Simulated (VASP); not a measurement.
# Al (P1) in VASP: single point with PBEsol

Aim: the single point of Al with PBEsol.

Program: VASP 6.6.1. These are calculated values, not measurements. Logs are shortened: lines on timing, memory, paths and dates and some standing lists are left out, and cuts for length are marked.

### Step 1. The cell of the first run

The typed cell holds 8 atoms: a = 5.676 Å, b = 5.730 Å, c = 5.776 Å, α = 60.57°, β = 60.66°, γ = 60.72°.

### Step 2. Single point, PBEsol (atoms moved at random and the cell strained at random)

Input file INCAR:

```
SYSTEM = Al
PREC = Accurate
ENCUT = 520
EDIFF = 1E-6
ISMEAR = 0
SIGMA = 0.15
LREAL = .False.
LASPH = .True.
NELM = 80
ALGO = Fast
ISIF = 2
LWAVE = .False.
LCHARG = .False.
GGA = PS
NBANDS = 22
```

Input file KPOINTS:

```
Automatic mesh
0
Gamma
  10 10 10
  0 0 0
```

Input file POSCAR:

```
Al
1.0
   -4.0037722974      4.0233891640     -0.0149902403
   -4.0297818742     -0.0409998171      4.0734568682
    0.0637839492      4.0721828729      4.0962410003
Al
8
Direct
   -0.0102876217     -0.0047228877     -0.0190775844
    0.4841978171      0.0148375104      0.0004144351
   -0.0157459599      0.5155301282      0.0053824872
    0.0110160742     -0.0165101771      0.5037279165
    0.5335291974      0.5234263496     -0.0082568569
    0.4808485188     -0.0125753203      0.4989251746
   -0.0175797888      0.4723177782      0.5581178862
    0.5340217628      0.5076966187      0.4607665416
```

Potentials or basis: VASP PAW PBE potentials, release 64 (Al).

On the command line:

```console
cat potpaw_PBE.64/Al/POTCAR > POTCAR
mpirun -np 1 vasp_std > vasp.out
```

OUTCAR:

```text
SYSTEM = Al
   PREC = Accurate
   ENCUT = 520
   EDIFF = 1E-6
   ISMEAR = 0
   LREAL = .False.
   LASPH = .True.
   NELM = 80
   ISIF = 2
   GGA = PS

 ion  position               nearest neighbor table
   1  0.990  0.995  0.981-   7 2.62   3 2.70   4 2.73   2 2.76   6 2.81   5 2.87   2 2.92   5 2.95
                             6 2.97   3 3.04   4 3.05   7 3.20
   2  0.484  0.015  0.000-   5 2.71   1 2.76   6 2.80   8 2.82   4 2.83   3 2.88   3 2.88   1 2.92
                             4 2.96   6 2.99   8 3.01   5 3.04
   3  0.984  0.516  0.005-   5 2.58   8 2.62   1 2.70   7 2.72   4 2.82   2 2.88   2 2.88   4 2.99
                             1 3.04   7 3.07   5 3.10   8 3.16
   4  0.011  0.983  0.504-   6 2.66   1 2.73   3 2.82   2 2.83   7 2.87   8 2.89   7 2.89   8 2.90
                             2 2.96   3 2.99   6 3.01   1 3.05
   5  0.534  0.523  0.992-   7 2.57   3 2.58   8 2.67   2 2.71   6 2.81   1 2.87   1 2.95   2 3.04
                             6 3.05   3 3.10   8 3.11   7 3.24
   6  0.481  0.987  0.499-   4 2.66   8 2.72   2 2.80   5 2.81   1 2.81   7 2.85   7 2.95   1 2.97
                             2 2.99   4 3.01   8 3.03   5 3.05
   7  0.982  0.472  0.558-   5 2.57   1 2.62   3 2.72   8 2.76   6 2.85   4 2.87   4 2.89   6 2.95
                             8 2.99   3 3.07   1 3.20   5 3.24
   8  0.534  0.508  0.461-   3 2.62   5 2.67   6 2.72   7 2.76   2 2.82   4 2.89   4 2.90   7 2.99
                             2 3.01   6 3.03   5 3.11   3 3.16

  LATTYP: Found a triclinic cell.
 ALAT       =     9.8852618860
 B/A-ratio  =     0.5741979436
 C/A-ratio  =     0.5870465445
 COS(alpha) =     0.0048236935
 COS(beta)  =     0.3009304886
 COS(gamma) =     0.8605511898

  Lattice vectors:

 A1 = (   3.9399883482,  -8.0955720369,  -4.0812507600)
 A2 = (   4.0037722974,  -4.0233891640,   0.0149902403)
 A3 = (  -4.0935658234,  -4.1131826900,  -0.0227841321)

Analysis of symmetry for initial positions (statically):
=====================================================================
 Subroutine PRICEL returns:
 Original cell was already a primitive cell.

 Routine SETGRP: Setting up the symmetry group for a
 triclinic supercell.

 Subroutine GETGRP returns: Found  1 space group operations
 (whereof  1 operations were pure point group operations)
 out of a pool of  2 trial point group operations.

The static configuration has the point symmetry C_1 .

Analysis of symmetry for dynamics (positions and initial velocities):
=====================================================================
 Subroutine PRICEL returns:
 Original cell was already a primitive cell.

 Routine SETGRP: Setting up the symmetry group for a
 triclinic supercell.

 Subroutine GETGRP returns: Found  1 space group operations
 (whereof  1 operations were pure point group operations)
 out of a pool of  2 trial point group operations.

The dynamic configuration has the point symmetry C_1 .

 Subroutine INISYM returns: Found  1 space group operations
 (whereof  1 operations are pure point group operations),
 and found     1 'primitive' translations

----------------------------------------------------------------------------------------

                                     Primitive cell

  volume of cell :     134.7917

  direct lattice vectors                    reciprocal lattice vectors
    -4.003772297  4.023389164 -0.014990240    -0.124308925  0.124390328 -0.121724100
    -4.029781874 -0.040999817  4.073456868    -0.122721350 -0.121665242  0.122861611
     0.063783949  4.072182873  4.096241000     0.121583839  0.121443723  0.121502581

  length of vectors
     5.676097047  5.730084973  5.776325136     0.213874774  0.212032867  0.210461600

  position of ions in fractional coordinates (direct lattice)
     0.989712378  0.995277112  0.980922416
     0.484197817  0.014837510  0.000414435
     0.984254040  0.515530128  0.005382487
     0.011016074  0.983489823  0.503727916
     0.533529197  0.523426350  0.991743143
     0.480848519  0.987424680  0.498925175
     0.982420211  0.472317778  0.558117886
     0.534021763  0.507696619  0.460766542

  ion indices of the primitive-cell ions
   primitive index   ion index
                 1           1
                 2           2
                 3           3
                 4           4
                 5           5
                 6           6
                 7           7
                 8           8

----------------------------------------------------------------------------------------

 KPOINTS: Automatic mesh

Automatic generation of k-mesh.
 Grid dimensions read from file:
 generate k-points for:   10   10   10

 Generating k-lattice:

  Cartesian coordinates                     Fractional coordinates (reciprocal lattice)
    -0.012430892  0.012439033 -0.012172410     0.100000000  0.000000000  0.000000000
    -0.012272135 -0.012166524  0.012286161    -0.000000000  0.100000000  0.000000000
     0.012158384  0.012144372  0.012150258    -0.000000000  0.000000000  0.100000000

  Length of vectors
     0.021387477  0.021203287  0.021046160

  Shift w.r.t. Gamma in fractional coordinates (k-lattice)
     0.000000000  0.000000000  0.000000000

 Subroutine IBZKPT returns following result:
 ===========================================

 Found    504 irreducible k-points:

 Following reciprocal coordinates:
            Coordinates               Weight
  0.000000  0.000000  0.000000      1.000000
  0.100000  0.000000  0.000000      2.000000
  0.200000  0.000000  0.000000      2.000000
  0.300000  0.000000  0.000000      2.000000
  0.400000 -0.000000  0.000000      2.000000
  0.500000 -0.000000  0.000000      1.000000
[... 16 lines left out ...]
 -0.400000  0.200000  0.000000      2.000000
 -0.300000  0.200000 -0.000000      2.000000
 [... further k-points ...]
   k-points           NKPTS =    504   k-points in BZ     NKDIM =    504   number of bands    NBANDS=     22
   number of dos      NEDOS =    301   number of ions     NIONS =      8
   total plane-waves  NPLWV =  96768
   dimension x,y,z NGX =    42 NGY =   48 NGZ =   48
   dimension x,y,z NGXF=    84 NGYF=   96 NGZF=   96
   ions per type =               8
   NGX,Y,Z   is equivalent  to a cutoff of  12.30, 13.93, 13.81 a.u.
   NGXF,Y,Z  is equivalent  to a cutoff of  24.60, 27.85, 27.63 a.u.
 SYSTEM =  Al
   PREC   = accura    normal or accurate (medium, high low for compatibility)
   ISTART =      0    job   : 0-new  1-cont  2-samecut
   ICHARG =      2    charge: 1-file 2-atom 10-const
   ISPIN  =      1    spin polarized calculation?
   LNONCOLLINEAR =      F non collinear calculations
   LSORBIT =      F    spin-orbit coupling
   LASPH  =      T    aspherical Exc in radial PAW
   ENCUT  =  520.0 eV  38.22 Ry    6.18 a.u.  10.55 10.65 10.74*2*pi/ulx,y,z
   NELM   =     80;   NELMIN=  2; NELMDL= -5     # of ELM steps
   EDIFF  = 0.1E-05   stopping-criterion for ELM
   LREAL  =      F    real-space projection
   EDIFFG = 0.1E-04   stopping-criterion for IOM
   NSW    =      0    number of steps for IOM
   IBRION =     -1    ionic relax: 0-MD 1-quasi-New 2-CG
   NFREE  =      0    steps in history (QN), initial steepest desc. (CG)
   ISIF   =      2    stress and relaxation
   ISYM   =      2    0-nonsym 1-usesym 2-fastsym
   POTIM  = 0.5000    time-step for ionic-motion
   TEBEG  =    0.0;   TEEND  =   0.0 temperature during run
   PSTRESS=    0.0 pullay stress
   NELECT =      24.0000    total number of electrons
   NUPDOWN=      -1.0000    fix difference up-down
   EMIN   =  10.00;   EMAX   =-10.00  energy-range for DOS
   EFERMI =   0.00;   METHOD = LEGACY
   ISMEAR =     0;   SIGMA  =   0.15  broadening in eV -4-tet -1-fermi 0-gaus
   EFERMI_NEDOS =   21; number of points for ismear=-14 and -15
   IALGO  =     68    algorithm
   IMIX   =      4    mixing-type and parameters
     AMIX     =   0.40;   BMIX     =  1.00
     AMIX_MAG =   1.60;   BMIX_MAG =  1.00
  volume/ion in A,a.u.               =      16.85       113.70
  Fermi-wavevector in a.u.,A,eV,Ry     =   0.920996  1.740429 11.540910  0.848233
  Thomas-Fermi vector in A             =   2.046363
   LORBIT       =      0    0 simple, 1 ext, 2 COOP (PROOUT), +10 PAW based schemes
   GGA     = PS    functional components
   LHFCALC =     F    Hartree Fock is set to
   AEXX    =    0.0000 exact exchange contribution
   IVDW    =     0    specifies the selected vdW correction
   LEPSILON=     F    determine dielectric tensor
   LRPA    =     F    only Hartree local field effects (RPA)
 non-spin polarized calculation
 RMM-DIIS sequential band-by-band and
 Gauss-broadening in eV      SIGMA  =   0.15
  energy-cutoff  :      520.00
  volume of cell :      134.79
 maximum number of plane-waves:      3650
   NGX = 21   NGY = 21   NGZ = 21

 number of electron      24.0000000 magnetization

 Free energy of the ion-electron system (eV)
  ---------------------------------------------------
  ext. energy  EPLUGINS =         0.00000000
  ---------------------------------------------------
  free energy    TOTEN  =       -31.99635905 eV

  energy without entropy =      -31.95699424  energy(sigma->0) =      -31.97667664

 E-fermi :   7.7271     XC(G=0): -10.1631

 val. band max:        7.7255258933   @ k =  -0.2000   0.2000   0.2000
 cond. band min:       7.7274777093   @ k =   0.1000  -0.1000   0.2000
 fundamental gap:      0.0019518160
 Fermi energy:         7.7270952656

 k-point     1 :       0.0000    0.0000    0.0000
  band No.  band energies     occupation
      1      -3.3355      2.00000
      2       2.4041      2.00000
      3       2.5328      2.00000
      4       3.0910      2.00000
      5       3.2029      2.00000
      6       3.2572      2.00000
[... 14 lines left out ...]
     21      13.1816      0.00000
     22      13.3617      0.00000

 k-point     2 :       0.1000    0.0000    0.0000
  band No.  band energies     occupation
      1      -3.2692      2.00000
      2       1.7721      2.00000
      3       2.5867      2.00000
      4       2.7909      2.00000
      5       2.9189      2.00000
      6       3.5975      2.00000
[... 542 lines left out ...]
 k-point    24 :      -0.3000    0.2000   -0.0000
  band No.  band energies     occupation
      1      -2.2291      2.00000
      2      -0.5180      2.00000
      3       0.5983      2.00000
      4       2.0523      2.00000
      5       2.2223      2.00000
      6       3.6543      2.00000
[... 14 lines left out ...]
     21      12.1855      0.00000
     22      12.4315      0.00000

 [... further k-points ...]

------------------------ aborting loop because EDIFF is reached ----------------------------------------

  FORCE on cell =-STRESS in cart. coord.  units (eV):
  Direction    XX          YY          ZZ          XY          YZ          ZX
  --------------------------------------------------------------------------------------
  -------------------------------------------------------------------------------------
  Total        0.1932688     -0.5829102     -0.0815492     -0.7376865      0.5959355      0.4218031
  in kB        2.2972551     -6.9286594     -0.9693206     -8.7683806      7.0834818      5.0136879
  external PRESSURE =      -1.8669083 kB  Pullay stress =       0.0000000 kB

 VOLUME and BASIS-vectors are now :
 -----------------------------------------------------------------------------
  energy-cutoff  :      520.00
  volume of cell :      134.79
      direct lattice vectors                 reciprocal lattice vectors
    -4.003772297  4.023389164 -0.014990240    -0.124308925  0.124390328 -0.121724100
    -4.029781874 -0.040999817  4.073456868    -0.122721350 -0.121665242  0.122861611
     0.063783949  4.072182873  4.096241000     0.121583839  0.121443723  0.121502581

 POSITION                                       TOTAL-FORCE (eV/Angst)
 -----------------------------------------------------------------------------------
     -7.91077      7.93569      8.05748         0.228126      0.937715      0.473744
     -1.99838      1.94920      0.05488        -0.364319     -0.541394      0.204616
     -6.01786      3.96082      2.10728        -0.699323      1.046120     -0.498378
     -3.97523      2.05527      6.06943         0.320721     -0.733788     -0.188493
     -4.18217      6.16369      6.18658         1.553524     -0.853755      0.107289
     -5.87249      3.92587      6.05874        -0.878229      0.378637      0.223305
     -5.80113      6.20605      4.19542        -1.229229     -0.560408     -0.778482
     -4.15462      4.00409      3.94749         1.068728      0.326873      0.456399
 -----------------------------------------------------------------------------------
    total drift:                                0.000003      0.000009     -0.000009

  FREE ENERGIE OF THE ION-ELECTRON SYSTEM (eV)
  ---------------------------------------------------
  free  energy   TOTEN  =       -31.9963590469 eV

  energy  without entropy=      -31.9569942418  energy(sigma->0) =      -31.97667664
```

Wall time 18 min (1 thread of AMD EPYC 9R45 (Zen 5), shared host); peak memory 1 GiB.

Results:

| Quantity | Value |
| --- | --- |
| Free energy | -31.9964 eV |
| Pressure | -0.2 GPa |
| Largest force | 1.776 eV/Å |
| Band gap on the k mesh | zero (bands 12 and 13 overlap by 2.79 eV) |

Forces in eV/Å, atoms in the order of the input:
```
Al   0.228  0.938  0.474
Al  -0.364 -0.541  0.205
Al  -0.699  1.046 -0.498
Al   0.321 -0.734 -0.188
Al   1.554 -0.854  0.107
Al  -0.878  0.379  0.223
Al  -1.229 -0.560 -0.778
Al   1.069  0.327  0.456
```

Stress tensor (GPa, compression positive):
```
 0.23 -0.88  0.50
-0.88 -0.69  0.71
 0.50  0.71 -0.10
```

Caveat: the cell differs from its parent crystal (atoms moved at random and the cell strained at random); the PAW data sets were made with another functional, which shifts forces and pressure a little.
